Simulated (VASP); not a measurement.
# Al: relaxation of cell and atoms with r2SCAN

Crystal: Al.

```
Al
1.0
     0.00000    2.02000    2.02000
     2.02000    0.00000    2.02000
     2.02000    2.02000    0.00000
Al
1
Direct
  0.00000 0.00000 0.00000
```

```json
{
 "Program": "VASP 6.6.1",
 "Task": "relaxation of cell and atoms",
 "Functional": "r2SCAN",
 "Potentials or basis": "VASP PAW PBE potentials, release 64 (Al)",
 "Cutoff": "600 eV",
 "k mesh": "24 × 24 × 24",
 "Occupations": "methfessel-paxton, width 0.1 eV",
 "Spin": "no spin polarisation",
 "Dipole correction": "no",
 "Further INCAR settings": "ALGO = Normal; EDIFF = 1e-06; IBRION = 2; EDIFFG = -0.005; NSW = 80; ISIF = 3"
}
```

```
Relaxed volume                         : 15.83 Å³/atom
Relaxed cell                           : a = 2.818 Å, b = 2.818 Å, c = 2.818 Å, α = 60.00°, β = 60.00°, γ = 60.00°
Space group after relaxing (to 0.05 Å) : Fm-3m (No. 225)
Energy gained by relaxing              : 7.4 meV/atom
Ionic steps                            : 3
Pressure after relaxing                : 0.0 GPa
```

The path:
| step | energy change (eV) | largest force (eV/Å) | pressure (GPa) | volume (Å³) |
| --- | --- | --- | --- | --- |
| 1 | 0.0000 | 0.0000 | -3.43 | 16.48 |
| 2 | -0.0069 | 0.0000 | 1.08 | 15.66 |
| 3 | -0.0074 | 0.0000 | 0.04 | 15.83 |

Final structure:
```
Al
1.0
     0.00000    1.99269    1.99269
     1.99269    0.00000    1.99269
     1.99269    1.99269    0.00000
Al
1
Direct
  0.00000 0.00000 0.00000
```

Levels at points of the mesh, in eV from the Fermi level:
```
           k point  band 1  band 2  band 3  band 4
(0.00, 0.00, 0.00)  -12.17   13.52   13.52   13.52
(0.50, 0.00, 0.00)   -5.21   -4.63   12.25   12.25
(0.50, 0.50, 0.00)   -3.30   -1.71    5.44    6.17
```

Run time: 86 s on 1 thread of Intel(R) Xeon(R) 6975P-C (Granite Rapids), with other jobs on the host, peak memory 0.17 GiB.

Caveat: the PAW data sets were made with another functional, which shifts forces and pressure a little.
